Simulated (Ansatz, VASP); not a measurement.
**LiBr: VASP beside Ansatz**

INCAR

```
SYSTEM = LiBr
PREC = Accurate
ENCUT = 750
EDIFF = 1E-6
ISMEAR = -1
SIGMA = 0.03
LREAL = .False.
LASPH = .True.
NELM = 120
ALGO = Normal
ISIF = 2
LWAVE = .False.
LCHARG = .False.
GGA = PE
NBANDS = 12
GGA_COMPAT = .False.
```

Contents of KPOINTS:

```
Automatic mesh
0
Gamma
  9 9 9
  0 0 0
```

File POSCAR:

```
LiBr
1.0
    0.0000000000      2.6056033766      2.6056033766
    2.6056033766      0.0000000000      2.6056033766
    2.6056033766      2.6056033766      0.0000000000
Li Br
1 1
Direct
    0.0000000000      0.0000000000      0.0000000000
    0.5000000000      0.5000000000      0.5000000000
```

Input for Ansatz:

```yaml
crystal:
  lattice:
    - [0.0, 2.6056033766, 2.6056033766]
    - [2.6056033766, 0.0, 2.6056033766]
    - [2.6056033766, 2.6056033766, 0.0]
  atoms:
    - { symbol: Li, position: [0.0, 0.0, 0.0] }
    - { symbol: Br, position: [0.5, 0.5, 0.5] }
kpoints:
  mp_grid: { grid: [9, 9, 9] }
  band_path:
    path:
      - [0.0, 0.0, 0.0]
      - [0.5, 0.0, 0.5]
      - [0.625, 0.25, 0.625]
      - [0.375, 0.375, 0.75]
      - [0.0, 0.0, 0.0]
      - [0.5, 0.5, 0.5]
      - [0.5, 0.25, 0.75]
      - [0.5, 0.0, 0.5]
    npoints: 6
scf:
  occupations: { method: fermi_dirac, width: 0.03 }
hamiltonian:
  xc: pbe
  pseudopotentials: { kind: all_electron, lapw: { basis_error: 0.001 } }
output:
  forces: true
  stress: true
  eigenvalues: true
  populations: true
```

Change from the starting cell: volume scaled by 0.85, LAPW.

Alike in both runs: task single point; functional PBE; k mesh 9 × 9 × 9; occupations fermi-dirac, width 0.03 eV; no spin polarisation.

|  | VASP | Ansatz |
| --- | --- | --- |
| version | VASP 6.6.1 | Ansatz 0.2.0 |
| potentials or method | VASP PAW PBE potentials, release 64 (Li_sv, Br), cutoff 750 eV | all-electron LAPW, scalar-relativistic |

```csv
,VASP,Ansatz,Ansatz less VASP
gap on the k mesh at the Fermi level (eV),5.73,5.74,+0.004
pressure (GPa),6.1,6.2,+0.07
```

Ansatz ran all-electron here, and VASP with PAW potentials.
